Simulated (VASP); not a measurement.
**Sn: electric field gradients with LDA**

The system is Sn.

```xyz
2
Lattice="-2.9730 2.9730 1.6218 2.9730 -2.9730 1.6218 2.9730 2.9730 -1.6218" Properties=species:S:1:pos:R:3 pbc="T T T"
Sn    0.0000    0.0000    0.0000
Sn    0.0000    2.9730    0.8109
```

This cell differs from its parent crystal: volume scaled by 1.06.

- Program: VASP 6.6.1
- Task: electric field gradients
- Functional: LDA
- Potentials or basis: VASP PAW LDA potentials, release 64 (Sn_d)
- Cutoff: 520 eV
- k mesh: 15 × 15 × 15
- Occupations: fermi-dirac, width 0.05 eV
- Spin: no spin polarisation
- Dipole correction: no
- Further INCAR settings: ALGO = Normal; EDIFF = 1e-08; NBANDS = 21

```
Pressure               : -4.4 GPa
Band gap on the k mesh : zero (band 14 reaches 8.43 eV, above the bottom of band 15 at 4.45 eV)
```

Stress tensor (GPa, compression positive):
```
-4.12  0.00  0.00
 0.00 -4.12  0.00
 0.00  0.00 -4.89
```

Levels at points of the mesh, in eV from the Fermi level:
```csv
k point,band 11,band 12,band 13,band 14,band 15,band 16,band 17,band 18
"(0.00, 0.00, 0.00)",-10.73,-3.86,-1.80,-1.80,3.18,5.91,5.91,6.40
```

Electric field gradients, principal values (V/Å²):
```tsv
atom	least	middle	greatest (by size)
1 Sn	-21.425	-21.429	42.855
2 Sn	-21.425	-21.429	42.855
```

It took 2.9 min on 1 thread of Intel(R) Xeon(R) 6975P-C (Granite Rapids), with other jobs on the host, peak memory 0.38 GiB.

Caveat: without QUAD_EFG the Cq values of the log hold for a quadrupole moment of 1 mb, not for the nuclei; spin-orbit coupling is left out, which moves the levels of the heavy elements.
